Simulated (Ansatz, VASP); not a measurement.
# One calculation of V, two programs

```
V
1.0
     3.03869    0.00000    0.00000
     0.00000    3.03869    0.00000
     0.00000    0.00000    3.03869
V
3
Cartesian
  1.5193 0.0000 0.0000
  0.0000 1.5193 0.0000
  0.0000 0.0000 1.5193
```

Alike in both runs: task single point; functional PBE; k mesh 6 × 6 × 6; occupations gaussian, width 0.1 eV; collinear spin.

|  | VASP | Ansatz |
| --- | --- | --- |
| version | VASP 6.6.1 | Ansatz 0.2.0 |
| potentials or method | VASP PAW PBE potentials, release 64 (V_sv), cutoff 520 eV | scalar-relativistic, plane waves, PAW |
| valence electrons in the cell | 39 | 39 |

```csv
,VASP,Ansatz,Ansatz less VASP
gap on the k mesh at the Fermi level (eV),none,none,-
net moment per atom (μB),0.00,0.00,0.000
```

A gap of «none» marks a metal or a gap that the smearing closes. Ansatz's warnings: seeded moment not kept.
